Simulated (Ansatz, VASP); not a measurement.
**H in VASP and in Ansatz**

The input POSCAR:

```
H
1.0
    8.0000000000      0.0000000000      0.0000000000
    0.0000000000      8.0000000000      0.0000000000
    0.0000000000      0.0000000000      8.0000000000
H
2
Direct
    0.5000000000      0.5000000000      0.4250000000
    0.5000000000      0.5000000000      0.5750000000
```

File INCAR.step1:

```
SYSTEM = H
  PREC = Accurate
  ENCUT = 440
  ISMEAR = 0
  SIGMA = 0.01
  LREAL = .False.
  LASPH = .True.
  NELM = 120
  NBANDS = 8
  GGA = PE
  ALGO = Normal
  EDIFF = 1E-5
  LWAVE = .True.
  LCHARG = .False.
  GGA_COMPAT = .False.
  NELMDL = -8
```

File INCAR.step2:

```
SYSTEM = H
  PREC = Accurate
  ENCUT = 440
  EDIFF = 1E-6
  ISMEAR = 0
  SIGMA = 0.01
  LREAL = .False.
  LASPH = .True.
  NELM = 120
  ALGO = Normal
  ISIF = 2
  LWAVE = .False.
  LCHARG = .False.
  METAGGA = R2SCAN
  LMIXTAU = .True.
  NBANDS = 8
  ISTART = 1
  GGA_COMPAT = .False.
```

File KPOINTS:

```
regular mesh
0
Gamma
  1 1 1
  0 0 0
```

Input for Ansatz:

```yaml
crystal:
  lattice:
    - [8.0, 0.0, 0.0]
    - [0.0, 8.0, 0.0]
    - [0.0, 0.0, 8.0]
  atoms:
    - { symbol: H, position: [0.5, 0.5, 0.425] }
    - { symbol: H, position: [0.5, 0.5, 0.575] }
scf:
  occupations: { method: fixed }
output:
  forces: true
  stress: false
  eigenvalues: true
hamiltonian:
  xc: r2scan
basis:
  ecutwfc: 600
kpoints:
  mp_grid: { grid: [1, 1, 1] }
```

Alike in both runs: task single point; functional r2SCAN; k mesh 1 × 1 × 1; no spin polarisation.

|  | VASP | Ansatz |
| --- | --- | --- |
| version | VASP 6.6.1 | Ansatz 0.2.0 |
| potentials or method | VASP PAW PBE potentials, release 64 (H), cutoff 440 eV | scalar-relativistic, plane waves, PAW |
| occupations | gaussian, width 0.01 eV | fixed |
| valence electrons in the cell | 2 | 2 |

```csv
,VASP,Ansatz,Ansatz less VASP
gap on the k mesh at the Fermi level (eV),7.55,7.56,+0.016
rms of the force components (eV/Å),2.840,2.842,+0.0015
```

VASP's potentials were made for PBE, not for r2SCAN. Atom by atom the forces differ by 0.001 eV/Å (rms over components).
